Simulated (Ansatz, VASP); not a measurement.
**One calculation of SiW12, two programs**

File INCAR:

```
SYSTEM = SiW12
PREC = Accurate ; ENCUT = 520
EDIFF = 1E-6 ; ISMEAR = 0
SIGMA = 0.1 ; LREAL = .FALSE.
LASPH = .TRUE. ; NELM = 100
ALGO = Normal ; ISIF = 2
LWAVE = .FALSE. ; LCHARG = .FALSE.
LDIPOL = .TRUE. ; IDIPOL = 3
DIPOL = 0.5 0.5 0.302 ; GGA = PE
IVDW = 12 ; NBANDS = 98
```

KPOINTS

```
regular mesh
0
G
  5 5 1
  0 0 0
```

File POSCAR:

```
SiW12
1.0
    5.6644156868      0.0000000000      0.0000000000
    0.0000000000      5.6644156868      0.0000000000
    0.0000000000      0.0000000000     21.1500668291
W Si
12 1
Direct
    0.2500000000      0.2500000000      0.1891246979
    0.2500000000      0.7500000000      0.1891246979
    0.7500000000      0.2500000000      0.1891246979
    0.7500000000      0.7500000000      0.1891246979
    0.0000000000      0.0000000000      0.2848852803
    0.0000000000      0.5000000000      0.2848852803
    0.5000000000      0.0000000000      0.2848852803
    0.5000000000      0.5000000000      0.2848852803
    0.2500000000      0.2500000000      0.3806166143
    0.2500000000      0.7500000000      0.3806166143
    0.7500000000      0.2500000000      0.3806166143
    0.7500000000      0.7500000000      0.3806166143
    0.5000000000      0.5000000000      0.5130039029
```

Input for Ansatz:

```yaml
crystal:
  lattice:
    - [5.6644156868, 0.0, 0.0]
    - [0.0, 5.6644156868, 0.0]
    - [0.0, 0.0, 21.1500668291]
  atoms:
    - { symbol: W, position: [0.25, 0.25, 0.1891246979] }
    - { symbol: W, position: [0.25, 0.75, 0.1891246979] }
    - { symbol: W, position: [0.75, 0.25, 0.1891246979] }
    - { symbol: W, position: [0.75, 0.75, 0.1891246979] }
    - { symbol: W, position: [0.0, 0.0, 0.2848852803] }
    - { symbol: W, position: [0.0, 0.5, 0.2848852803] }
    - { symbol: W, position: [0.5, 0.0, 0.2848852803] }
    - { symbol: W, position: [0.5, 0.5, 0.2848852803] }
    - { symbol: W, position: [0.25, 0.25, 0.3806166143] }
    - { symbol: W, position: [0.25, 0.75, 0.3806166143] }
    - { symbol: W, position: [0.75, 0.25, 0.3806166143] }
    - { symbol: W, position: [0.75, 0.75, 0.3806166143] }
    - { symbol: Si, position: [0.5, 0.5, 0.5130039029] }
basis:
  ecutwfc: 420
kpoints:
  mp_grid: { grid: [5, 5, 1] }
hamiltonian:
  xc: pbe
  pseudopotentials: { kind: paw, azcp: { folder: soft_1 } }
  dispersion: d3bj
scf:
  occupations: { method: gaussian, width: 0.1 }
output:
  forces: true
  eigenvalues: true
efield:
  axis: 3
  dipole_correction: true
  ramp_width: 0.04
```

Alike in both runs: task single point; functional PBE; dispersion D3(BJ); k mesh 5 × 5 × 1; occupations gaussian, width 0.1 eV; no spin polarisation.

|  | VASP | Ansatz |
| --- | --- | --- |
| version | VASP 6.6.1 | Ansatz 0.2.0 |
| potentials or method | VASP PAW PBE potentials, release 64 (W_sv, Si), cutoff 520 eV | scalar-relativistic, plane waves, PAW |
| valence electrons in the cell | 172 | 172 |

|  | VASP | Ansatz | Ansatz less VASP |
| --- | --- | --- | --- |
| gap on the k mesh at the Fermi level (eV) | none | none | - |
| rms of the force components (eV/Å) | 0.592 | 0.588 | -0.0046 |

Atom by atom the forces differ by 0.015 eV/Å (rms over components). A gap of «none» marks a metal or a gap that the smearing closes.

Neither program's run includes spin-orbit coupling.
